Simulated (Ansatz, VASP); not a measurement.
Ti: VASP beside Ansatz

File INCAR:

```
ALGO = Fast
EDIFF = 1E-6
ENCUT = 520
GGA = PS
ISIF = 2
ISMEAR = 0
LASPH = T
LCHARG = F
LREAL = F
LWAVE = F
NBANDS = 25
NELM = 100
PREC = Accurate
SIGMA = 0.15
```

The input KPOINTS:

```
k-points
0
Gamma
  12 12 18
```

File POSCAR:

```
Ti
1.0
    4.6425477340      0.0000000000      0.0000000000
   -2.3212738670      4.0205642759      0.0000000000
    0.0000000000      0.0000000000      2.6474601471
Ti
3
Direct
    0.0000000000      0.0000000000      0.0000000000
    0.3333333333      0.6666666667      0.5000000000
    0.6666666667      0.3333333333      0.5000000000
```

Input for Ansatz:

```yaml
crystal:
  lattice:
    - [4.642547734, 0.0, 0.0]
    - [-2.321273867, 4.0205642759, 0.0]
    - [0.0, 0.0, 2.6474601471]
  atoms:
    - { symbol: Ti, position: [0.0, 0.0, 0.0] }
    - { symbol: Ti, position: [0.3333333333, 0.6666666667, 0.5] }
    - { symbol: Ti, position: [0.6666666667, 0.3333333333, 0.5] }
basis:
  ecutwfc: 420
kpoints:
  mp_grid: { grid: [12, 12, 18] }
hamiltonian:
  xc: pbesol
scf:
  occupations: { method: gaussian, width: 0.15 }
output:
  forces: true
  stress: true
  eigenvalues: true
  write_density: true
  write_potential: true
  elf: true
  volumetric_format: npy
```

Alike in both runs: task single point; functional PBEsol; k mesh 12 × 12 × 18; occupations gaussian, width 0.15 eV; no spin polarisation.

```csv
,VASP,Ansatz
version,VASP 6.6.1,Ansatz 0.2.0
potentials or method,"VASP PAW PBE potentials, release 64 (Ti_sv), cutoff 520 eV","scalar-relativistic, plane waves, PAW"
valence electrons in the cell,36,36
```

```tsv
	VASP	Ansatz	Ansatz less VASP
gap on the k mesh at the Fermi level (eV)	none	none	-
pressure (GPa)	0.3	0.7	+0.32
traceless stress, the component that is largest in VASP (GPa)	10.00	10.06	+0.059
```

VASP's potentials were made for PBE, not for PBEsol. A gap of «none» marks a metal or a gap that the smearing closes.
